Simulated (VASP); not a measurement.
# MnSb (P6_3/mmc) in VASP: further runs, part 2 of 2

VASP 6.6.1. Earlier steps stand in the parts before.

## Step 3: Single point, r2SCAN, collinear spin, ferromagnetic start

This run uses another cell than the first one, of 21.55 Å³/atom.

File POSCAR:

```
MnSb
1.0
    4.1500000000      0.0000000000      0.0000000000
   -2.0750000000      3.5940054257      0.0000000000
    0.0000000000      0.0000000000      5.7800000000
Sb Mn
2 2
Direct
    0.6666666667      0.3333333333      0.7500000000
    0.3333333333      0.6666666667      0.2500000000
    0.0000000000      0.0000000000      0.5000000000
    0.0000000000      0.0000000000      0.0000000000
```

File INCAR.step1:

```
PREC = Accurate ; ENCUT = 520
ISMEAR = -1 ; SIGMA = 0.05
LREAL = F ; LASPH = T
NELM = 150 ; ISPIN = 2
MAGMOM = 0 0 4 4 ; LMAXMIX = 4
NBANDS = 30 ; GGA = PE
ALGO = Normal ; EDIFF = 1E-4
LWAVE = T ; LCHARG = F
```

File INCAR.step2:

```
PREC = Accurate ; ENCUT = 520
EDIFF = 1E-6 ; ISMEAR = -1
SIGMA = 0.05 ; LREAL = F
LASPH = T ; NELM = 150
ALGO = Normal ; ISIF = 2
LWAVE = F ; LCHARG = F
ISPIN = 2 ; MAGMOM = 0 0 4 4
LORBIT = 11 ; LMAXMIX = 4
METAGGA = R2SCAN ; LMIXTAU = T
NBANDS = 30 ; ISTART = 1
```

File KPOINTS:

```
Automatic mesh
0
Gamma
  7 7 5
```

Potentials or basis: VASP PAW PBE potentials, release 64 (Sb, Mn_pv).

Run with:

```bash
$ cat potpaw_PBE.64/Sb/POTCAR potpaw_PBE.64/Mn_pv/POTCAR > POTCAR
$ cp INCAR.step1 INCAR
$ mpirun -np 1 vasp_std > vasp.out
$ cp INCAR.step2 INCAR
$ mpirun -np 1 vasp_std > vasp.out
```

OUTCAR:

```text
PREC = Accurate
   ENCUT = 520
   EDIFF = 1E-6
   ISMEAR = -1
   LREAL = F
   LASPH = T
   NELM = 150
   ISIF = 2
   ISPIN = 2
   LORBIT = 11
   METAGGA = R2SCAN
   ISTART = 1

 ion  position               nearest neighbor table
   1  0.667  0.333  0.750-   3 2.80   4 2.80   3 2.80   4 2.80   3 2.80   4 2.80   2 3.75   2 3.75
                             2 3.75   2 3.75   2 3.75   2 3.75
   2  0.333  0.667  0.250-   3 2.80   4 2.80   3 2.80   4 2.80   3 2.80   4 2.80   1 3.75   1 3.75
                             1 3.75   1 3.75   1 3.75   1 3.75
   3  0.000  0.000  0.500-   1 2.80   2 2.80   2 2.80   1 2.80   1 2.80   2 2.80   4 2.89   4 2.89

   4  0.000  0.000  0.000-   1 2.80   2 2.80   2 2.80   1 2.80   1 2.80   2 2.80   3 2.89   3 2.89

  LATTYP: Found a hexagonal cell.
 ALAT       =     4.1500000000
 C/A-ratio  =     1.3927710843

  Lattice vectors:

 A1 = (   4.1500000000,   0.0000000000,   0.0000000000)
 A2 = (  -2.0750000000,   3.5940054257,   0.0000000000)
 A3 = (   0.0000000000,   0.0000000000,   5.7800000000)

Analysis of symmetry for initial positions (statically):
=====================================================================
 Subroutine PRICEL returns:
 Original cell was already a primitive cell.

 Routine SETGRP: Setting up the symmetry group for a
 hexagonal supercell.

 Subroutine GETGRP returns: Found 24 space group operations
 (whereof 12 operations were pure point group operations)
 out of a pool of 24 trial point group operations.

The static configuration has the point symmetry D_3d.
 The point group associated with its full space group is D_6h.

Analysis of symmetry for dynamics (positions and initial velocities):
=====================================================================
 Subroutine PRICEL returns:
 Original cell was already a primitive cell.

 Routine SETGRP: Setting up the symmetry group for a
 hexagonal supercell.

 Subroutine GETGRP returns: Found 24 space group operations
 (whereof 12 operations were pure point group operations)
 out of a pool of 24 trial point group operations.

The dynamic configuration has the point symmetry D_3d.
 The point group associated with its full space group is D_6h.

Analysis of structural, dynamic, and magnetic symmetry:
=====================================================================
 Subroutine PRICEL returns:
 Original cell was already a primitive cell.

 Routine SETGRP: Setting up the symmetry group for a
 hexagonal supercell.

 Subroutine GETGRP returns: Found 24 space group operations
 (whereof 12 operations were pure point group operations)
 out of a pool of 24 trial point group operations.

The overall configuration has the point symmetry D_3d.
 The point group associated with its full space group is D_6h.

 Subroutine INISYM returns: Found 24 space group operations
 (whereof 12 operations are pure point group operations),
 and found     1 'primitive' translations

----------------------------------------------------------------------------------------

                                     Primitive cell

  volume of cell :      86.2094
[... 80 lines left out ...]
   NGX,Y,Z   is equivalent  to a cutoff of  12.82, 12.82, 13.81 a.u.
   NGXF,Y,Z  is equivalent  to a cutoff of  25.64, 25.64, 27.61 a.u.
 SYSTEM =  unknown system
   PREC   = accura    normal or accurate (medium, high low for compatibility)
   ISTART =      1    job   : 0-new  1-cont  2-samecut
   ICHARG =      0    charge: 1-file 2-atom 10-const
   ISPIN  =      2    spin polarized calculation?
   LNONCOLLINEAR =      F non collinear calculations
   LSORBIT =      F    spin-orbit coupling
   LASPH  =      T    aspherical Exc in radial PAW
   ENCUT  =  520.0 eV  38.22 Ry    6.18 a.u.   7.72  7.72 10.75*2*pi/ulx,y,z
   NELM   =    150;   NELMIN=  2; NELMDL=  0     # of ELM steps
   EDIFF  = 0.1E-05   stopping-criterion for ELM
   LREAL  =      F    real-space projection
[... 7 lines left out ...]
   TEBEG  =    0.0;   TEEND  =   0.0 temperature during run
   PSTRESS=    0.0 pullay stress
   NELECT =      36.0000    total number of electrons
   NUPDOWN=      -1.0000    fix difference up-down
   EMIN   =  10.00;   EMAX   =-10.00  energy-range for DOS
   EFERMI =   0.00;   METHOD = LEGACY
   ISMEAR =    -1;   SIGMA  =   0.05  broadening in eV -4-tet -1-fermi 0-gaus
   EFERMI_NEDOS =   21; number of points for ismear=-14 and -15
   IALGO  =     38    algorithm
   IMIX   =      4    mixing-type and parameters
     AMIX     =   0.40;   BMIX     =  1.00
     AMIX_MAG =   1.60;   BMIX_MAG =  1.00
  volume/ion in A,a.u.               =      21.55       145.44
  Fermi-wavevector in a.u.,A,eV,Ry     =   1.223651  2.312364 20.372288  1.497321
  Thomas-Fermi vector in A             =   2.358754
   LORBIT       =     11    0 simple, 1 ext, 2 COOP (PROOUT), +10 PAW based schemes
   METAGGA = R2SCAN    functional components
   LHFCALC =     F    Hartree Fock is set to
   AEXX    =    0.0000 exact exchange contribution
   IVDW    =     0    specifies the selected vdW correction
   LEPSILON=     F    determine dielectric tensor
   LRPA    =     F    only Hartree local field effects (RPA)
 spin polarized calculation
  energy-cutoff  :      520.00
  volume of cell :       86.21
 maximum number of plane-waves:      2350
 NGX is ok and might be reduce to    32
   NGX = 15   NGY = 15   NGZ = 21

 number of electron      36.0000010 magnetization       7.4717385

 Free energy of the ion-electron system (eV)
  ---------------------------------------------------
  ext. energy  EPLUGINS =         0.00000000
  ---------------------------------------------------
  free energy    TOTEN  =       -82.00077384 eV

  energy without entropy =      -81.98862063  energy(sigma->0) =      -81.99469723

 E-fermi :   7.7789     XC(G=0): -11.2486

 val. band max:        7.7513266722   @ k =   0.4286   0.1429   0.0000
 cond. band min:       7.8258832965   @ k =   0.1429   0.0000   0.0000
 fundamental gap:      0.0745566242
 Fermi energy:         7.7788962716

 spin component 1

 k-point     1 :       0.0000    0.0000    0.0000
  band No.  band energies     occupation
      1     -45.0208      1.00000
      2     -45.0207      1.00000
      3     -45.0133      1.00000
      4     -45.0132      1.00000
      5     -44.9014      1.00000
      6     -44.8219      1.00000
[... 781 lines left out ...]
     29      15.3972      0.00000
     30      15.6924      0.00000
 Fermi energy:         7.7788962716

 spin component 2

 k-point     1 :       0.0000    0.0000    0.0000
  band No.  band energies     occupation
      1     -39.6810      1.00000
      2     -39.6808      1.00000
      3     -39.6705      1.00000
      4     -39.6703      1.00000
      5     -39.6691      1.00000
      6     -39.5633      1.00000
[... 781 lines left out ...]
     29      16.0022      0.00000
     30      16.4049      0.00000

------------------------ aborting loop because EDIFF is reached ----------------------------------------

  FORCE on cell =-STRESS in cart. coord.  units (eV):
  Direction    XX          YY          ZZ          XY          YZ          ZX
  --------------------------------------------------------------------------------------
  -------------------------------------------------------------------------------------
  Total        0.1454602      0.1454602      0.3814468      0.0000000      0.0000000      0.0000000
  in kB        2.7033368      2.7033368      7.0890803      0.0000000      0.0000000      0.0000000
  external PRESSURE =       4.1652513 kB  Pullay stress =       0.0000000 kB

 VOLUME and BASIS-vectors are now :
 -----------------------------------------------------------------------------
  energy-cutoff  :      520.00
  volume of cell :       86.21
      direct lattice vectors                 reciprocal lattice vectors
     4.150000000  0.000000000  0.000000000     0.240963855  0.139120547  0.000000000
    -2.075000000  3.594005426  0.000000000     0.000000000  0.278241094  0.000000000
     0.000000000  0.000000000  5.780000000     0.000000000  0.000000000  0.173010381

 POSITION                                       TOTAL-FORCE (eV/Angst)
 -----------------------------------------------------------------------------------
      2.07500      1.19800      4.33500         0.000000      0.000000      0.000000
     -0.00000      2.39600      1.44500        -0.000000      0.000000      0.000000
      0.00000      0.00000      2.89000         0.000000      0.000000      0.000000
      0.00000      0.00000      0.00000         0.000000      0.000000      0.000000
 -----------------------------------------------------------------------------------
    total drift:                               -0.000000      0.000000      0.000000

  FREE ENERGIE OF THE ION-ELECTRON SYSTEM (eV)
  ---------------------------------------------------
  free  energy   TOTEN  =       -82.0007738370 eV

  energy  without entropy=      -81.9886206312  energy(sigma->0) =      -81.99469723

 total charge

# of ion       s       p       d       tot
------------------------------------------
    1        1.129   1.313   0.038   2.481
    2        1.129   1.313   0.038   2.481
    3        0.294   6.223   4.969  11.486
    4        0.294   6.223   4.969  11.486
--------------------------------------------------
tot          2.847  15.072  10.014  27.934

 magnetization (x)

# of ion       s       p       d       tot
------------------------------------------
    1        0.016  -0.196   0.005  -0.175
    2        0.016  -0.196   0.005  -0.175
    3        0.044   0.035   3.770   3.849
    4        0.044   0.035   3.770   3.849
--------------------------------------------------
tot          0.120  -0.323   7.550   7.346
```

Run time: 15 min. Hardware: 1 thread of Oxide Virtual Turin-like, shared host; peak memory 0.29 GiB.

Results:

```yaml
Free_energy: -82.0008 eV
Pressure: 0.4 GPa
Net_moment: 7.47 μB per cell
Site_moments: Sb -0.17; Mn +3.85 μB
Valence_electrons_inside_the_program's_atomic_spheres: Sb 2.48; Mn 11.49
```

Levels at points of the mesh, in eV from the Fermi level:
Spin up:
```tsv
k point	band 19	band 20	band 21	band 22	band 23	band 24	band 25	band 26
(0.00, 0.00, 0.00)	-1.55	0.37	0.37	1.94	1.94	2.71	3.11	4.33
```
Spin down:
```
           k point  band 12  band 13  band 14  band 15  band 16  band 17
(0.00, 0.00, 0.00)    -0.62     0.29     0.29     0.49     0.49     0.79
```

Caveat: the PAW data sets were made with another functional, which shifts forces and pressure a little; spin-orbit coupling is left out, which moves the levels of the heavy elements; only a ferromagnetic start was run, and an antiferromagnetic order may lie lower in energy.
